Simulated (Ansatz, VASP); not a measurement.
## Two plane-wave programs on Ti2Co

```
Ti Co
1.0
     0.00000    3.48936    3.48936
     3.48936    0.00000    3.48936
     3.48936    3.48936    0.00000
Ti Co
4 2
Direct
  0.12500 0.12500 0.12500
  0.62500 0.12500 0.12500
  0.12500 0.12500 0.62500
  0.12500 0.62500 0.12500
  0.50000 0.50000 0.50000
  0.75000 0.75000 0.75000
```

Alike in both runs: functional PBEsol; k mesh 10 × 10 × 10; occupations gaussian, width 0.1 eV; collinear spin.

Ansatz relaxed the structure, and its values are those at the end. VASP's run is a single point on that final structure, the one shown.

|  | VASP | Ansatz |
| --- | --- | --- |
| version | VASP 6.6.1 | Ansatz 0.2.0 |
| potentials or method | VASP PAW PBE potentials, release 64 (Ti_sv, Co), cutoff 520 eV | scalar-relativistic, plane waves, PAW |
| valence electrons in the cell | 66 | 82 |

|  | VASP | Ansatz | Ansatz less VASP |
| --- | --- | --- | --- |
| gap on the k mesh at the Fermi level (eV) | none | none | - |
| pressure (GPa) | -0.1 | 0.0 | +0.15 |
| net moment per atom (μB) | 0.31 | 0.31 | +0.005 |
| size of the moment on the site where the two differ most (μB) | 0.97 | 1.01 | +0.039 |

VASP's potentials were made for PBE, not for PBEsol. Site moments also hang on the region over which each program counts them. A gap of «none» marks a metal or a gap that the smearing closes. The functional is the same, so the differences come from potentials, cutoffs and numerics. VASP's potentials hold 66 valence electrons a cell and Ansatz's 82, so a difference there can come from the potentials and not from the codes.
